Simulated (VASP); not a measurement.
SnTe3:

```
CELL_PARAMETERS angstrom
5.60087 0.00000 0.00000
0.00000 5.60087 0.00000
0.00000 0.00000 5.60087
ATOMIC_POSITIONS crystal
Sn 0.00000 0.00000 0.00000
Te 0.00000 0.50000 0.50000
Te 0.50000 0.00000 0.50000
Te 0.50000 0.50000 0.00000
```

```yaml
Program: VASP 6.6.1
Task: relaxation of cell and atoms
Functional: PBE
Potentials_or_basis: VASP PAW PBE potentials, release 64 (Sn_d, Te)
Cutoff: 600 eV
k_mesh: 4 × 4 × 4
Occupations: gaussian, width 0.1 eV
Spin: no spin polarisation
```

At the start: pressure -7.0 GPa; volume 43.92 Å³/atom.

Q: Where does the relaxation end?

A: Over 4 steps the energy falls by 468.8 meV/atom and the volume is 29.35 Å³/atom (-33.2 %); space group Pm-3m (No. 221, to 0.05 Å).

The path:
```csv
step,energy change (eV),largest force (eV/Å),pressure (GPa),volume (Å³)
1,0.0000,0.0000,-7.04,175.70
2,-1.6983,0.0000,-3.79,131.05
3,-1.8735,0.0000,-0.46,118.84
4,-1.8752,0.0000,0.09,117.39
```

Final structure:
```yaml
crystal:
  lattice:
    - [4.89646, 0.00000, 0.00000]
    - [0.00000, 4.89646, 0.00000]
    - [0.00000, 0.00000, 4.89646]
  atoms:
    - { symbol: Sn, position: [0.00000, 0.00000, 0.00000] }
    - { symbol: Te, position: [0.00000, 0.50000, 0.50000] }
    - { symbol: Te, position: [0.50000, 0.00000, 0.50000] }
    - { symbol: Te, position: [0.50000, 0.50000, 0.00000] }
```

Caveat: the volume moved by over 15 % at a fixed basis, so the end points are rough.
